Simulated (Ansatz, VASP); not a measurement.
## CdS: VASP beside Ansatz

```
Cd S
1.0
     4.12453    0.00000    0.00000
    -2.06227    3.57195    0.00000
     0.00000    0.00000    6.70921
Cd S
2 2
Cartesian
  0.0000 2.3813 -0.0609
  2.0623 1.1907 3.2937
  0.0000 2.3813 2.5902
  2.0623 1.1907 5.9448
```

Change from the starting cell: polar distortion scaled by 0.85.

Alike in both runs: task single point; functional r2SCAN; k mesh 9 × 9 × 4; no spin polarisation.

|  | VASP | Ansatz |
| --- | --- | --- |
| version | VASP 6.6.1 | Ansatz 0.2.0 |
| potentials or method | VASP PAW PBE potentials, release 64 (Cd, S), cutoff 520 eV | scalar-relativistic, plane waves, PAW |
| occupations | gaussian, width 0.01 eV | fixed |
| valence electrons in the cell | 36 | 52 |

|  | VASP | Ansatz | Ansatz less VASP |
| --- | --- | --- | --- |
| gap on the k mesh at the Fermi level (eV) | 1.74 | 1.74 | -0.001 |
| least direct gap on the mesh (eV) | 1.74 | 1.74 | -0.001 |
| pressure (GPa) | 2.5 | 2.2 | -0.32 |
| traceless stress, the component that is largest in VASP (GPa) | -2.94 | -2.86 | +0.086 |
| rms of the force components (eV/Å) | 0.278 | 0.271 | -0.0070 |

VASP's potentials were made for PBE, not for r2SCAN. Atom by atom the forces differ by 0.007 eV/Å (rms over components). VASP's potentials hold 36 valence electrons a cell and Ansatz's 52, so a difference there can come from the potentials and not from the codes.
